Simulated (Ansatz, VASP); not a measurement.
One calculation of Zr5TiN6, two programs

```
CELL_PARAMETERS angstrom
3.15377 0.00002 0.00007
-1.57687 2.73128 -0.00009
0.00008 -0.00004 16.33551
ATOMIC_POSITIONS crystal
Zr 0.33336 0.66660 0.66102
Zr 0.33333 0.66667 0.00000
Zr 0.33331 0.66670 0.33899
Zr 0.66668 0.33329 0.83046
Zr 0.66665 0.33338 0.16954
Ti 0.66667 0.33332 0.50000
N 0.00002 0.99998 0.57717
N 0.00001 0.99998 0.91542
N 0.99997 0.00006 0.25392
N 0.00003 0.99994 0.74608
N 0.99999 0.00003 0.08458
N 0.99997 0.00005 0.42283
```

Change from the starting cell: cell x1, atoms moved at random (sigma 0.1 Å) and cell strained at random (1.5 %), then relaxed without symmetry.

Alike in both runs: functional PBE; k mesh 6 × 6 × 2; occupations gaussian, width 0.2 eV; no spin polarisation.

Ansatz relaxed the structure, and its values are those at the end. VASP's run is a single point on that final structure, the one shown.

|  | VASP | Ansatz |
| --- | --- | --- |
| version | VASP 6.6.1 | Ansatz 0.2.0 |
| potentials or method | VASP PAW PBE potentials, release 64 (Zr_sv, Ti_sv, N), cutoff 520 eV | scalar-relativistic, plane waves, PAW |
| valence electrons in the cell | 102 | 102 |

Ansatz gave:

```
gap on the k mesh at the Fermi level (eV) : none
pressure (GPa)                            : 0.0
```

Problem. Which values does VASP return?

Solution. gap on the k mesh at the Fermi level (eV): none; pressure (GPa): 0.3.

A gap of «none» marks a metal or a gap that the smearing closes. The functional is the same, so the differences come from potentials, cutoffs and numerics.

The k mesh is coarse, so the values compare programs but aren't converged.
